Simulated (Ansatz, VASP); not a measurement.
# Sr2AlO in VASP and in Ansatz

```
Sr Al O
1.0
     3.52871    0.00000    0.00000
    -1.76436    3.05595    0.00000
     0.00000    0.00000    8.60101
Sr Al O
2 1 1
Direct
  0.00000 0.00000 0.71835
  0.00000 0.00000 0.28165
  0.00000 0.00000 0.00000
  0.00000 0.00000 0.50000
```

Alike in both runs: task relaxation of cell and atoms; functional PBE; k mesh 6 × 6 × 2; occupations gaussian, width 0.1 eV; no spin polarisation.

|  | VASP | Ansatz |
| --- | --- | --- |
| version | VASP 6.6.1 | Ansatz 0.2.0 |
| potentials or method | VASP PAW PBE potentials, release 64 (Sr_sv, Al, O_h), cutoff 910 eV | scalar-relativistic, plane waves, PAW |
| valence electrons in the cell | 29 | 29 |

|  | VASP | Ansatz | Ansatz less VASP |
| --- | --- | --- | --- |
| gap on the k mesh at the Fermi level, each at its own relaxed structure (eV) | none | none | - |
| relaxed volume (Å³/atom) | 35.99 | 40.93 | +4.935 |
| relaxed cell length with the largest relative difference (Å) | 3.970 | 4.178 | +0.2082 |

A gap of «none» marks a metal or a gap that the smearing closes. One of these differences is far larger than is usual between the two programs; its cause wasn't traced.

The k mesh is coarse, so the values compare programs but aren't converged. Noted on VASP's run: the cutoff is short for stress, so the pressure is rough; the volume moved by over 15 % at a fixed basis, so the end points are rough.
